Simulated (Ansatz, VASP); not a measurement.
# Al16HRu16: VASP beside Ansatz

```
Al Ru H
1.0
     0.00000    6.00688    6.00688
     6.00688    0.00000    6.00688
     6.00688    6.00688    0.00000
Al Ru H
16 16 1
Direct
  0.00083 0.00124 0.99861
  0.24908 0.25122 0.25005
  0.99885 0.00100 0.50027
  0.24883 0.24925 0.75061
  0.00066 0.49995 0.99934
  0.24852 0.75064 0.24921
  0.99988 0.49997 0.49989
  0.24956 0.74998 0.75044
  0.49943 0.00156 0.99830
  0.75013 0.24941 0.24988
  0.50009 0.00052 0.49991
  0.75011 0.25020 0.74966
  0.50026 0.49959 0.99887
  0.76424 0.75553 0.24432
  0.49454 0.48583 0.51402
  0.75049 0.74982 0.74864
  0.12463 0.12546 0.12493
  0.37467 0.37513 0.37438
  0.12480 0.12528 0.62475
  0.37388 0.37442 0.87738
  0.12756 0.62429 0.12367
  0.37142 0.87865 0.37678
  0.12436 0.62544 0.62473
  0.37519 0.87488 0.87441
  0.62463 0.12571 0.12446
  0.87400 0.37606 0.37445
  0.62577 0.12250 0.62545
  0.87493 0.37514 0.87459
  0.62700 0.62308 0.12125
  0.87567 0.87621 0.37560
  0.62467 0.62542 0.62375
  0.87495 0.87541 0.87410
  0.56113 0.68894 0.31098
```

Alike in both runs: functional PBE; k mesh 1 × 1 × 1; occupations methfessel-paxton of order 1, width 0.1 eV; no spin polarisation.

Ansatz relaxed the structure, and its values are those at the end. VASP's run is a single point on that final structure, the one shown.

|  | VASP | Ansatz |
| --- | --- | --- |
| version | VASP 6.6.1 | Ansatz 0.2.0 |
| potentials or method | VASP PAW PBE potentials, release 64 (Al, Ru_pv, H), cutoff 520 eV | plane-wave PAW DFT |
| valence electrons in the cell | 273 | 305 |

|  | VASP | Ansatz | Ansatz less VASP |
| --- | --- | --- | --- |
| rms of the force components (eV/Å) | 0.004 | 0.002 | -0.0017 |

With one functional, cell and mesh, what is left measures potentials, basis and numerics. VASP's potentials hold 273 valence electrons a cell and Ansatz's 305, so a difference there can come from the potentials and not from the codes.
